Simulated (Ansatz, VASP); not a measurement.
## One calculation of C, two programs

```xyz
6
Lattice="0.0000 4.5490 2.2684 2.1891 0.0000 2.2684 2.1891 4.5490 0.0000" Properties=species:S:1:pos:R:3 pbc="T T T"
C     1.0945    2.2745    0.9701
C     2.1891    4.5490    4.3727
C     2.0832    5.7553    3.4662
C     2.2949    3.3427    3.4662
C     3.3895    3.4808    2.3320
C     0.9887    5.6172    2.3320
```

Alike in both runs: functional PBE; k mesh 10 × 10 × 10; occupations gaussian, width 0.02 eV; no spin polarisation.

Ansatz relaxed the structure, and its values are those at the end. VASP's run is a single point on that final structure, the one shown.

|  | VASP | Ansatz |
| --- | --- | --- |
| version | VASP 6.6.1 | Ansatz 0.2.0 |
| potentials or method | VASP PAW PBE potentials, release 64 (C), cutoff 520 eV | scalar-relativistic, plane waves, PAW |
| valence electrons in the cell | 24 | 24 |

```tsv
	VASP	Ansatz	Ansatz less VASP
gap on the k mesh at the Fermi level (eV)	1.24	1.24	+0.002
least direct gap on the mesh (eV)	1.37	1.37	+0.002
pressure (GPa)	0.4	0.0	-0.41
rms of the force components (eV/Å)	0.012	0.001	-0.0114
```
